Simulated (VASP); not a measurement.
The system is Li2S.

```
Li S
1.0
     0.00000    2.84529    2.84529
     2.84529    0.00000    2.84529
     2.84529    2.84529    0.00000
Li S
2 1
Direct
  0.25000 0.25000 0.25000
  0.75000 0.75000 0.75000
  0.00000 0.00000 0.00000
```

Base run:

```yaml
Program: VASP 6.6.1
Functional: r2SCAN
Potentials_or_basis: VASP PAW PBE potentials, release 64 (Li_sv, S)
Cutoff: 830 eV
k_mesh: 8 × 8 × 8
Occupations: gaussian, width 0.01 eV
Spin: no spin polarisation
```

Its results: band gap on the k mesh 3.86 eV, indirect (least direct gap 5.05 eV); pressure -0.2 GPa.

**Question.** The run is repeated on the same cell with these changes: functional from r2SCAN to PBE; cutoff from 830 eV to 750 eV. What comes out?

**Answer.** Band gap on the k mesh 3.39 eV, indirect (least direct gap 4.29 eV); pressure 0.2 GPa.

r2SCAN gives the wider gap, since meta-GGAs in the generalised Kohn-Sham scheme recover part of the derivative discontinuity.

Caveats: the PAW data sets were made with another functional, which shifts forces and pressure a little (some runs).

A k mesh can miss the band edges.
